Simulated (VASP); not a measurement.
Set up this calculation in VASP 6.6.1, as the native input.

```yaml
Task: single point
Functional: LDA
Potentials_or_basis: VASP PAW LDA potentials, release 64 (Zr_sv, H)
Cutoff: 500 eV
k_mesh: 7 × 7 × 7
Occupations: fermi-dirac, width 0.05 eV
Spin: no spin polarisation
Dipole_correction: no
Further_INCAR_settings: ALGO = Normal; EDIFF = 1e-06; NBANDS = 16
```

The structure of ZrH3 lies in POSCAR:

```
ZrH3
1.0
    3.1260380000      0.0000000000      0.0000000000
    0.0000000000      3.1260380000      0.0000000000
    0.0000000000      0.0000000000      3.1260380000
Zr H
1 3
Direct
    0.0000000000      0.0000000000      0.0000000000
    0.0000000000      0.5000000000      0.5000000000
    0.5000000000      0.0000000000      0.5000000000
    0.5000000000      0.5000000000      0.0000000000
```

The input as run:

INCAR

```
SYSTEM = ZrH3
PREC = Accurate
ENCUT = 500
EDIFF = 1E-6
ISMEAR = -1
SIGMA = 0.05
LREAL = .FALSE.
LASPH = .TRUE.
NELM = 120
ALGO = Normal
ISIF = 2
LWAVE = .FALSE.
LCHARG = .TRUE.
LELF = .TRUE.
LVHAR = .TRUE.
NBANDS = 16
GGA_COMPAT = .FALSE.
```

KPOINTS

```
regular mesh
0
G
  7 7 7
  0 0 0
```

Potentials or basis: VASP PAW LDA potentials, release 64 (Zr_sv, H).

Launch:

```bash
$ cat potpaw_LDA.64/Zr_sv/POTCAR potpaw_LDA.64/H/POTCAR > POTCAR
$ mpirun -np 1 vasp_std > vasp.out
```

Results of the run:

```
Pressure : -6.9 GPa
```

It took 13 s on 1 thread of Intel Xeon 8259CL, on a shared host, peak memory 0.13 GiB.
